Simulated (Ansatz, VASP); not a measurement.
Re in VASP and in Ansatz

The input INCAR:

```
PREC     = Accurate       # precision mode
ENCUT    = 520            # plane-wave cutoff, eV
EDIFF    = 1E-7           # SCF threshold, eV
ISMEAR   = -1             # smearing method
SIGMA    = 0.03           # smearing width, eV
LREAL    = False          # projectors in reciprocal space
LASPH    = True           # aspherical terms in the spheres
NELM     = 60             # most SCF steps
ALGO     = Normal         # electronic algorithm
ISIF     = 2              # what is computed and relaxed
LWAVE    = False          # write WAVECAR
LCHARG   = False          # write CHGCAR
NBANDS   = 10             # bands
```

KPOINTS

```
regular mesh
0
Gamma
  14 14 14
```

File POSCAR:

```
Re
1.0
    0.0000000000      1.9483075387      1.9483075387
    1.9483075387      0.0000000000      1.9483075387
    1.9483075387      1.9483075387      0.0000000000
Re
1
Direct
    0.0000000000      0.0000000000      0.0000000000
```

Input for Ansatz:

```yaml
crystal:
  lattice:
    - [0.0, 1.9483075387, 1.9483075387]
    - [1.9483075387, 0.0, 1.9483075387]
    - [1.9483075387, 1.9483075387, 0.0]
  atoms:
    - { symbol: Re, position: [0.0, 0.0, 0.0] }
kpoints:
  mp_grid: { grid: [14, 14, 14] }
  band_path:
    path:
      - [0.0, 0.0, 0.0]
      - [0.5, 0.0, 0.5]
      - [0.625, 0.25, 0.625]
      - [0.375, 0.375, 0.75]
      - [0.0, 0.0, 0.0]
      - [0.5, 0.5, 0.5]
      - [0.5, 0.25, 0.75]
      - [0.5, 0.0, 0.5]
    npoints: 5
scf:
  occupations: { method: fermi_dirac, width: 0.03 }
hamiltonian:
  xc: lda
  pseudopotentials: { kind: all_electron, lapw: { basis_error: 0.001 } }
output:
  forces: true
  stress: true
  eigenvalues: true
```

Change from the starting cell: volume scaled by 0.96.

Alike in both runs: task single point; functional LDA; k mesh 14 × 14 × 14; occupations fermi-dirac, width 0.03 eV; no spin polarisation.

```csv
,VASP,Ansatz
version,VASP 6.6.1,Ansatz 0.2.0
potentials or method,"VASP PAW LDA potentials, release 64 (Re), cutoff 520 eV","all-electron LAPW, scalar-relativistic"
```

|  | VASP | Ansatz | Ansatz less VASP |
| --- | --- | --- | --- |
| pressure (GPa) | -9.8 | -10.8 | -1.03 |

LDA's correlation is that of Perdew and Zunger in VASP and of Perdew and Wang (1992) in Ansatz. Ansatz ran all-electron here, and VASP with PAW potentials.

Neither program's run includes spin-orbit coupling.
